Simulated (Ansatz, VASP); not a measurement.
KZnF3: VASP beside Ansatz

Contents of INCAR:

```
SYSTEM = KZnF3
  PREC = Accurate
  ENCUT = 520
  EDIFF = 1E-6
  ISMEAR = 0
  SIGMA = 0.05
  LREAL = .FALSE.
  LASPH = .TRUE.
  NELM = 80
  ALGO = Normal
  ISIF = 2
  LWAVE = .FALSE.
  LCHARG = .FALSE.
  GGA = PE
  NBANDS = 29
```

KPOINTS

```
Automatic mesh
0
G
  6 6 6
  0 0 0
```

The input POSCAR:

```
KZnF3
1.0
    3.9233536899      0.0000000000      0.0000000000
    0.0000000000      3.9233536899      0.0000000000
    0.0000000000      0.0000000000      4.3156890589
K Zn F
1 1 3
Direct
    0.0000000000      0.0000000000      0.0000000000
    0.5000000000      0.5000000000      0.5000000000
    0.5000000000      0.5000000000      0.0000000000
    0.0000000000      0.5000000000      0.5000000000
    0.5000000000      0.0000000000      0.5000000000
```

Input for Ansatz:

```yaml
crystal:
  lattice:
    - [3.9233536899, 0.0, 0.0]
    - [0.0, 3.9233536899, 0.0]
    - [0.0, 0.0, 4.3156890589]
  atoms:
    - { symbol: K, position: [0.0, 0.0, 0.0] }
    - { symbol: Zn, position: [0.5, 0.5, 0.5] }
    - { symbol: F, position: [0.5, 0.5, 0.0] }
    - { symbol: F, position: [0.0, 0.5, 0.5] }
    - { symbol: F, position: [0.5, 0.0, 0.5] }
basis:
  ecutwfc: 420
kpoints:
  mp_grid: { grid: [6, 6, 6] }
hamiltonian:
  xc: pbe
scf:
  occupations: { method: gaussian, width: 0.05 }
output:
  forces: true
  stress: true
  eigenvalues: true
```

Alike in both runs: task single point; functional PBE; k mesh 6 × 6 × 6; occupations gaussian, width 0.05 eV; no spin polarisation.

```csv
,VASP,Ansatz
version,VASP 6.6.1,Ansatz 0.2.0
potentials or method,"VASP PAW PBE potentials, release 64 (K_sv, Zn, F), cutoff 520 eV","scalar-relativistic, plane waves, PAW"
valence electrons in the cell,42,42
```

VASP gave:

| Property | Result |
| --- | --- |
| gap on the k mesh at the Fermi level (eV) | 3.53 |
| least direct gap on the mesh (eV) | 5.53 |
| pressure (GPa) | 6.0 |
| traceless stress, the component that is largest in VASP (GPa) | -5.67 |

Task: Estimate Ansatz's values.

Result: gap on the k mesh at the Fermi level (eV): 3.60; least direct gap on the mesh (eV): 5.57; pressure (GPa): 5.6; traceless stress, the component that is largest in VASP (GPa): -5.36.
